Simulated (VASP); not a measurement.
Here is a VASP 6.6.1 calculation.

File POSCAR:

```
TaN
1.0
    0.0000000000      2.1981229880      2.1981229880
    2.1981229880      0.0000000000      2.1981229880
    2.1981229880      2.1981229880      0.0000000000
Ta N
1 1
Direct
    0.0000000000      0.0000000000      0.0000000000
    0.5000000000      0.5000000000      0.5000000000
```

Contents of INCAR.step1:

```
SYSTEM = TaN
  ALGO = Normal
  EDIFF = 1E-4
  ENCUT = 520
  GGA = PE
  ISMEAR = 0
  LASPH = .True.
  LCHARG = .False.
  LREAL = .False.
  LWAVE = .True.
  NBANDS = 15
  NELM = 60
  PREC = Accurate
  SIGMA = 0.1
```

INCAR.step2

```
SYSTEM = TaN
  ALGO = Normal
  EDIFF = 1E-7
  ENCUT = 520
  ISIF = 2
  ISMEAR = 0
  ISTART = 1
  LASPH = .True.
  LCHARG = .False.
  LMIXTAU = .True.
  LREAL = .False.
  LWAVE = .False.
  METAGGA = R2SCAN
  NBANDS = 15
  NELM = 60
  PREC = Accurate
  SIGMA = 0.1
```

Contents of KPOINTS:

```
k-points
0
Gamma
  16 16 16
  0 0 0
```

Potentials or basis: VASP PAW PBE potentials, release 64 (Ta_pv, N).

Command:

```console
$ cat potpaw_PBE.64/Ta_pv/POTCAR potpaw_PBE.64/N/POTCAR > POTCAR
$ cp INCAR.step1 INCAR
$ mpirun -np 1 vasp_std > vasp.out
$ cp INCAR.step2 INCAR
$ mpirun -np 1 vasp_std > vasp.out
```

**Question.** Predict the band gap on the k mesh.

**Answer.** Zero (band 8 reaches 11.55 eV, above the bottom of band 9 at 7.45 eV).

**Question.** Predict the pressure.

**Answer.** 2.0 GPa.

Caveat: the PAW data sets were made with another functional, which shifts forces and pressure a little; spin-orbit coupling is left out, which moves the levels of the heavy elements.
